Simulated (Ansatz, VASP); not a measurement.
**One calculation of MgVBr2O, two programs**

The input INCAR:

```
ALGO     = Normal         # electronic algorithm
EDIFF    = 1E-7           # SCF threshold, eV
ENCUT    = 520            # plane-wave cutoff, eV
GGA      = PE             # functional
ISIF     = 2              # what is computed and relaxed
ISMEAR   = -1             # smearing method
ISPIN    = 2              # spin polarisation
LASPH    = T              # aspherical terms in the spheres
LCHARG   = T              # write CHGCAR
LELF     = T              # ELF
LMAXMIX  = 4              # l up to which the mixer works
LORBIT   = 11             # projections on sites
LREAL    = F              # projectors in reciprocal space
LVHAR    = T            
LWAVE    = F              # write WAVECAR
MAGMOM   = 0 0 2 0 0      # initial moments
NBANDS   = 30             # bands
NELM     = 150            # most SCF steps
PREC     = Accurate       # precision mode
SIGMA    = 0.05           # smearing width, eV
```

The input KPOINTS:

```
k-points
0
Gamma
  7 7 4
```

POSCAR

```
MgVBr2O
1.0
    3.9789696145      0.0000000000      0.0000000000
    0.0003202109      4.3444776426      0.0000000000
    1.9635126444      2.1293325701      7.1771301434
Br V Mg O
2 1 1 1
Direct
    0.3744640000      0.8752010000      0.2546500000
    0.6255360000      0.1247990000      0.7453500000
    0.0000000000      0.0000000000      0.0000000000
    0.5000000000      0.5000000000      0.0000000000
    0.0000000000      0.5000000000      0.0000000000
```

input.yaml

```yaml
crystal:
  lattice:
    - [3.9789696145, 0.0, 0.0]
    - [0.0003202109, 4.3444776426, 0.0]
    - [1.9635126444, 2.1293325701, 7.1771301434]
  atoms:
    - { symbol: Br, position: [0.374464, 0.875201, 0.25465] }
    - { symbol: Br, position: [0.625536, 0.124799, 0.74535] }
    - { symbol: V, position: [0.0, 0.0, 0.0], spin: 2.0 }
    - { symbol: Mg, position: [0.5, 0.5, 0.0] }
    - { symbol: O, position: [0.0, 0.5, 0.0] }
hamiltonian:
  xc: pbe
  pseudopotentials: { kind: paw }
magnetization:
  spin_polarized: true
kpoints:
  mp_grid: { grid: [7, 7, 4] }
scf:
  occupations: { method: fermi_dirac, width: 0.05 }
output:
  forces: true
  stress: true
  eigenvalues: true
  write_density: true
  write_potential: true
  elf: true
  volumetric_format: npy
```

Alike in both runs: task single point; functional PBE; k mesh 7 × 7 × 4; occupations fermi-dirac, width 0.05 eV; collinear spin, ferromagnetic start.

|  | VASP | Ansatz |
| --- | --- | --- |
| version | VASP 6.6.1 | Ansatz 0.2.0 |
| potentials or method | VASP PAW PBE potentials, release 64 (Br, V_sv, Mg, O) | Ansatz PAW |
| plane-wave cutoff (eV) | 520 | 420 |
| valence electrons in the cell | 35 | 43 |

VASP gave:

```
gap on the k mesh at the Fermi level (eV)                     : 0.41
least direct gap on the mesh (eV)                             : 0.54
pressure (GPa)                                                : -1.7
traceless stress, the component that is largest in VASP (GPa) : -0.53
rms of the force components (eV/Å)                            : 0.100
net moment per atom (μB)                                      : 0.60
size of the moment on the site where the two differ most (μB) : 2.57
```

Task: Which values does Ansatz return?

Result: gap on the k mesh at the Fermi level (eV): 0.42; least direct gap on the mesh (eV): 0.55; pressure (GPa): -1.7; traceless stress, the component that is largest in VASP (GPa): -0.49; rms of the force components (eV/Å): 0.099; net moment per atom (μB): 0.60; size of the moment on the site where the two differ most (μB): 2.19.

Site moments also hang on the region over which each program counts them. Atom by atom the forces differ by 0.001 eV/Å (rms over components). With one functional, cell and mesh, what is left measures potentials, basis and numerics. VASP's potentials hold 35 valence electrons a cell and Ansatz's 43, so a difference there can come from the potentials and not from the codes.

Noted on Ansatz's run: odd divisions of the mesh miss points on the zone boundary, where band edges often lie, so the gap on the mesh can be too wide.
